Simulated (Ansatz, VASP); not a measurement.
**Two plane-wave programs on Al3GaN4**

```
Al Ga N
1.0
     4.32732    0.00000    0.00000
     0.00000    4.32732    0.00000
     0.00000    0.00000    4.32732
Al Ga N
3 1 4
Direct
  0.50000 0.50000 0.00000
  0.50000 0.00000 0.50000
  0.00000 0.50000 0.50000
  0.00000 0.00000 0.00000
  0.74471 0.74471 0.25529
  0.74471 0.25529 0.74471
  0.25529 0.74471 0.74471
  0.25529 0.25529 0.25529
```

Alike in both runs: task single point; functional PBEsol; k mesh 6 × 6 × 6; occupations gaussian, width 0.05 eV; no spin polarisation.

|  | VASP | Ansatz |
| --- | --- | --- |
| version | VASP 6.6.1 | Ansatz 0.2.0 |
| potentials or method | VASP PAW PBE potentials, release 64 (Al, Ga_d, N), cutoff 520 eV | scalar-relativistic, plane waves, PAW |
| valence electrons in the cell | 42 | 42 |

|  | VASP | Ansatz | Ansatz less VASP |
| --- | --- | --- | --- |
| gap on the k mesh at the Fermi level (eV) | 3.35 | 3.36 | +0.006 |
| least direct gap on the mesh (eV) | 3.36 | 3.36 | +0.006 |
| pressure (GPa) | 12.1 | 12.1 | +0.03 |
| rms of the force components (eV/Å) | 0.000 | 0.006 | +0.0062 |

VASP's potentials were made for PBE, not for PBEsol. Atom by atom the forces differ by 0.006 eV/Å (rms over components).
